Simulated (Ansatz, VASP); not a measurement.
# InP in VASP and in Ansatz

INCAR

```
SYSTEM = InP
ALGO     = Normal         ! electronic algorithm
EDIFF    = 1E-7           ! SCF threshold, eV
ENCUT    = 520            ! plane-wave cutoff, eV
GGA      = PE             ! functional
ISIF     = 2              ! what is computed and relaxed
ISMEAR   = 0              ! smearing method
LASPH    = .True.         ! aspherical terms in the spheres
LCHARG   = .False.        ! write CHGCAR
LREAL    = .False.        ! projectors in reciprocal space
LWAVE    = .False.        ! write WAVECAR
NBANDS   = 16             ! bands
NELM     = 80             ! most SCF steps
PREC     = Accurate       ! precision mode
SIGMA    = 0.15           ! smearing width, eV
```

KPOINTS

```
k-points
0
Gamma
  20 20 20
  0 0 0
```

File POSCAR:

```
InP
1.0
    0.0000000000      2.9243674681      2.4857123479
    2.9243674681      0.0000000000      2.4857123479
    2.9243674681      2.9243674681      0.0000000000
In P
1 1
Direct
    0.0000000000      0.0000000000      0.0000000000
    0.5000000000      0.5000000000      0.5000000000
```

Input for Ansatz:

```yaml
crystal:
  lattice:
    - [0.0, 2.9243674681, 2.4857123479]
    - [2.9243674681, 0.0, 2.4857123479]
    - [2.9243674681, 2.9243674681, 0.0]
  atoms:
    - { symbol: In, position: [0.0, 0.0, 0.0] }
    - { symbol: P, position: [0.5, 0.5, 0.5] }
basis:
  ecutwfc: 420
kpoints:
  mp_grid: { grid: [20, 20, 20] }
hamiltonian:
  xc: pbe
scf:
  occupations: { method: gaussian, width: 0.15 }
output:
  forces: true
  stress: true
  eigenvalues: true
```

Alike in both runs: task single point; functional PBE; k mesh 20 × 20 × 20; occupations gaussian, width 0.15 eV; no spin polarisation.

```csv
,VASP,Ansatz
version,VASP 6.6.1,Ansatz 0.2.0
potentials or method,"VASP PAW PBE potentials, release 64 (In_d, P), cutoff 520 eV","scalar-relativistic, plane waves, PAW"
valence electrons in the cell,18,18
```

VASP gave:

```
gap on the k mesh at the Fermi level (eV)                     : none
pressure (GPa)                                                : 4.2
traceless stress, the component that is largest in VASP (GPa) : 15.95
```

Problem. What did Ansatz give for the same quantities?

Solution. gap on the k mesh at the Fermi level (eV): none; pressure (GPa): 4.3; traceless stress, the component that is largest in VASP (GPa): 16.05.

A gap of «none» marks a metal or a gap that the smearing closes.
